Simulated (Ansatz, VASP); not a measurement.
**Two plane-wave programs on HgSe**

```xyz
2
Lattice="0.0000 3.1301 3.1301 3.1301 0.0000 3.1301 3.1301 3.1301 0.0000" Properties=species:S:1:pos:R:3 pbc="T T T"
Hg    0.0000    0.0000    0.0000
Se    1.5651    1.5651    1.5651
```

Alike in both runs: functional PBE; k mesh 16 × 16 × 16; occupations gaussian, width 0.03 eV; no spin polarisation.

Ansatz relaxed the structure, and its values are those at the end. VASP's run is a single point on that final structure, the one shown.

|  | VASP | Ansatz |
| --- | --- | --- |
| version | VASP 6.6.1 | Ansatz 0.2.0 |
| potentials or method | VASP PAW PBE potentials, release 64 (Hg, Se), cutoff 500 eV | scalar-relativistic, plane waves, PAW |
| valence electrons in the cell | 18 | 36 |

|  | VASP | Ansatz | Ansatz less VASP |
| --- | --- | --- | --- |
| gap on the k mesh at the Fermi level (eV) | none | none | - |
| pressure (GPa) | 0.2 | 0.0 | -0.19 |

A gap of «none» marks a metal or a gap that the smearing closes. VASP's potentials hold 18 valence electrons a cell and Ansatz's 36, so a difference there can come from the potentials and not from the codes.

Spin-orbit coupling is off throughout.
